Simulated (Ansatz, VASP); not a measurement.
SrVO3: VASP beside Ansatz

INCAR

```
PREC = Accurate
ENCUT = 600
EDIFF = 1E-6
ISMEAR = 0
SIGMA = 0.0468
LREAL = F
LASPH = T
NELM = 200
ALGO = Normal
ISIF = 2
LWAVE = F
LCHARG = T
ISPIN = 2
MAGMOM = 1 0 0 0 0
LORBIT = 11
LMAXMIX = 4
GGA = PE
LELF = T
LVHAR = T
NBANDS = 32
GGA_COMPAT = F
```

File KPOINTS:

```
Automatic mesh
0
Gamma
  6 6 6
```

File POSCAR:

```
SrVO3
1.0
    3.8475402700      0.0000000000      0.0000000000
    0.0000000000      3.8475402700      0.0000000000
    0.0000000000      0.0000000000      3.8475402700
V O Sr
1 3 1
Direct
    0.0000000000      0.0000000000      0.0000000000
    0.5000000000      0.0000000000      0.0000000000
    0.0000000000      0.5000000000      0.0000000000
    0.0000000000      0.0000000000      0.5000000000
    0.5000000000      0.5000000000      0.5000000000
```

Input for Ansatz:

```yaml
crystal:
  lattice:
    - [3.84754027, 0.0, 0.0]
    - [0.0, 3.84754027, 0.0]
    - [0.0, 0.0, 3.84754027]
  atoms:
    - { symbol: V, position: [0.0, 0.0, 0.0], spin: 1.0 }
    - { symbol: O, position: [0.5, 0.0, 0.0] }
    - { symbol: O, position: [0.0, 0.5, 0.0] }
    - { symbol: O, position: [0.0, 0.0, 0.5] }
    - { symbol: Sr, position: [0.5, 0.5, 0.5] }
kpoints:
  mp_grid: { grid: [6, 6, 6], shift: [0, 0, 0] }
  band_path:
    path:
      - [0.0, 0.0, 0.0]
      - [0.0, 0.5, 0.0]
      - [0.5, 0.5, 0.0]
      - [0.0, 0.0, 0.0]
      - [0.5, 0.5, 0.5]
      - [0.0, 0.5, 0.0]
      - [0.5, 0.5, 0.5]
      - [0.5, 0.5, 0.0]
    npoints: 8
magnetization:
  spin_polarized: true
scf:
  occupations: { method: gaussian, width: 0.0468 }
  lower_state_search: "off"
  max_iter: 200
hamiltonian:
  pseudopotentials: { kind: paw }
  xc: pbe
basis:
  ecutwfc: 420
  fft_grid_basis: typed
output:
  forces: true
  stress: true
  eigenvalues: true
  bader: true
  populations: true
  elf: true
  write_potential: true
  volumetric_format: npy
  dos:
    e_range: [-12, 8]
    de: 0.05
    projected: { site_lists: { O: [O], Sr: [Sr], V: [V] } }
checkpoint:
  read: saved_state
```

Alike in both runs: task single point; functional PBE; k mesh 6 × 6 × 6; occupations gaussian, width 0.0468 eV; collinear spin.

```csv
,VASP,Ansatz
version,VASP 6.6.1,Ansatz 0.2.0
potentials or method,"VASP PAW PBE potentials, release 64 (V_sv, O, Sr_sv), cutoff 600 eV",PAW plane waves
valence electrons in the cell,41,41
```

```csv
,VASP,Ansatz,Ansatz less VASP
pressure (GPa),2.5,1.8,-0.68
net moment per atom (μB),0.10,0.10,0.000
size of the moment on the site where the two differ most (μB),0.48,0.38,-0.096
```

Site moments also hang on the region over which each program counts them.
